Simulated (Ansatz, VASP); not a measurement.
# SiGe in VASP and in Ansatz

```
Si Ge
1.0
     3.93485    0.00000    0.00000
    -1.96742    3.40768    0.00000
     0.00000    0.00000    6.49996
Si Ge
2 2
Cartesian
  1.9674 1.1359 5.6845
  0.0000 2.2718 2.4345
  1.9674 1.1359 3.2025
  0.0000 2.2718 -0.0475
```

Alike in both runs: task single point; functional PBEsol; k mesh 12 × 12 × 6; occupations gaussian, width 0.03 eV; no spin polarisation.

|  | VASP | Ansatz |
| --- | --- | --- |
| version | VASP 6.6.1 | Ansatz 0.2.0 |
| potentials or method | VASP PAW PBE potentials, release 64 (Si, Ge_d), cutoff 520 eV | scalar-relativistic, plane waves, PAW |
| valence electrons in the cell | 36 | 36 |

Ansatz gave:

| Item | Value |
| --- | --- |
| gap on the k mesh at the Fermi level (eV) | 0.25 |
| least direct gap on the mesh (eV) | 0.25 |
| pressure (GPa) | -1.9 |
| traceless stress, the component that is largest in VASP (GPa) | -1.54 |
| rms of the force components (eV/Å) | 0.307 |

Q: Estimate VASP's values.

A: gap on the k mesh at the Fermi level (eV): 0.26; least direct gap on the mesh (eV): 0.26; pressure (GPa): -1.9; traceless stress, the component that is largest in VASP (GPa): -1.54; rms of the force components (eV/Å): 0.307.

VASP's potentials were made for PBE, not for PBEsol, and Ansatz warns of the same on its side. Atom by atom the forces differ by 0.000 eV/Å (rms over components). With one functional, cell and mesh, what is left measures potentials, basis and numerics.
